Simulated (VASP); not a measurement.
A run of VASP 6.6.1 is set up as follows.

File INCAR:

```
SYSTEM = Si3As2
ALGO     = Normal         ! electronic algorithm
EDIFF    = 1E-6           ! SCF threshold, eV
EDIFFG   = -0.01          ! ionic threshold
ENCUT    = 600            ! plane-wave cutoff, eV
GGA      = PE             ! functional
IBRION   = 2              ! ionic algorithm
ISIF     = 3              ! what is computed and relaxed
ISMEAR   = 0              ! smearing method
LASPH    = .True.         ! aspherical terms in the spheres
LCHARG   = .False.        ! write CHGCAR
LREAL    = .False.        ! projectors in reciprocal space
LWAVE    = .False.        ! write WAVECAR
NELM     = 100            ! most SCF steps
NSW      = 100            ! ionic steps
PREC     = Accurate       ! precision mode
SIGMA    = 0.1            ! smearing width, eV
```

KPOINTS

```
k-points
0
Gamma
  12 12 6
  0 0 0
```

The input POSCAR:

```
Si3As2
1.0
    3.6323411279      0.0000000000      0.0000000000
   -1.8161705639      3.1456996920      0.0000000000
    0.0000000000      0.0000000000      7.8698882229
Si As
3 2
Direct
    0.3333333333      0.6666666667      0.5816274274
    0.6666666667      0.3333333333      0.4183725726
    0.0000000000      0.0000000000      0.0000000000
    0.3333333333      0.6666666667      0.1853010398
    0.6666666667      0.3333333333      0.8146989602
```

Potentials or basis: VASP PAW PBE potentials, release 64 (Si, As).

The run is started by

```sh
$ cat potpaw_PBE.64/Si/POTCAR potpaw_PBE.64/As/POTCAR > POTCAR
$ mpirun -np 1 vasp_std > vasp.out
```

Problem. Estimate the band gap on the k mesh.

Solution. Zero (bands 11 and 12 overlap by 2.49 eV).

Problem. Estimate the relaxed cell.

Solution. a = 3.608 Å, b = 3.608 Å, c = 7.919 Å, α = 90.00°, β = 90.00°, γ = 120.00°.

Problem. Predict the relaxed volume.

Solution. 17.86 Å³/atom.

Problem. Predict the space group after relaxing (to 0.1 Å).

Solution. P-3m1 (No. 164).

Final structure:
```
Si As
1.0
     3.60825    0.00000    0.00000
    -1.80413    3.12484    0.00000
     0.00000    0.00000    7.91937
Si As
3 2
Direct
  0.33333 0.66667 0.58664
  0.66667 0.33333 0.41336
  0.00000 0.00000 0.00000
  0.33333 0.66667 0.19025
  0.66667 0.33333 0.80975
```
